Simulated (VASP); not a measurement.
Runs of VASP 6.6.1 on PbS. The structure is that of space group Fm-3m (No. 225), or close to it. The cells are those of the table. 

| cell | gap on the mesh (eV) | pressure (GPa) |
| --- | --- | --- |
| a = 4.197 Å, angles 60.0°, 2 atoms | 0.26 | -1.0 |
| a = 4.241 Å, angles 60.0°, 2 atoms | 0.37 | -2.6 |
| a = 4.171 Å, angles 60.0°, 2 atoms | 0.19 | (b) |
| a = 4.234 Å, angles 60.0°, 2 atoms | 0.36 | (d) |
| a = 4.158 Å, angles 60.0°, 2 atoms | 0.15 | (c) |
| a = 4.159 Å, angles 60.0°, 2 atoms | (a) | 0.6 |

Alike in all rows: task single point; level PBEsol; potentials or basis VASP PAW PBE potentials, release 64 (Pb_d, S); no spin polarisation; k mesh 10 × 10 × 10; cutoff (eV) 520; smearing gaussian 0.05 eV.

Question: Estimate the missing entries.

Answer: (a) 0.16; (b) 0.1; (c) 0.7; (d) -2.4.

Caveats: the PAW data sets were made with another functional, which shifts forces and pressure a little; spin-orbit coupling is left out, which moves the levels of the heavy elements.

A k mesh can miss the band edges, and the runs leave out spin-orbit coupling on Pb.
